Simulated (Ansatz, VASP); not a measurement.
# CoO: VASP beside Ansatz

```
Co O
1.0
     0.00000    2.13150    2.13150
     2.13150    0.00000    2.13150
     2.13150    2.13150    0.00000
Co O
1 1
Cartesian
  0.0000 0.0000 0.0000
  2.1315 2.1315 2.1315
```

Alike in both runs: task relaxation of cell and atoms; functional LDA; k mesh 11 × 11 × 11; occupations fermi-dirac, width 0.05 eV; collinear spin.

|  | VASP | Ansatz |
| --- | --- | --- |
| version | VASP 6.6.1 | Ansatz 0.2.0 |
| potentials or method | VASP PAW LDA potentials, release 64 (Co, O), cutoff 600 eV | all-electron LAPW, scalar-relativistic |

```tsv
	VASP	Ansatz	Ansatz less VASP
net moment per atom (μB)	0.95	1.10	+0.151
size of the moment on the site where the two differ most (μB)	1.71	1.96	+0.250
relaxed volume (Å³/atom)	8.35	8.47	+0.112
relaxed cell length with the largest relative difference (Å)	2.870	2.882	+0.0128
```

The net moments are unlike, so the other rows may belong to different states. LDA's correlation is that of Perdew and Zunger in VASP and of Perdew and Wang (1992) in Ansatz. Site moments also hang on the region over which each program counts them. Ansatz ran all-electron here, and VASP with PAW potentials.
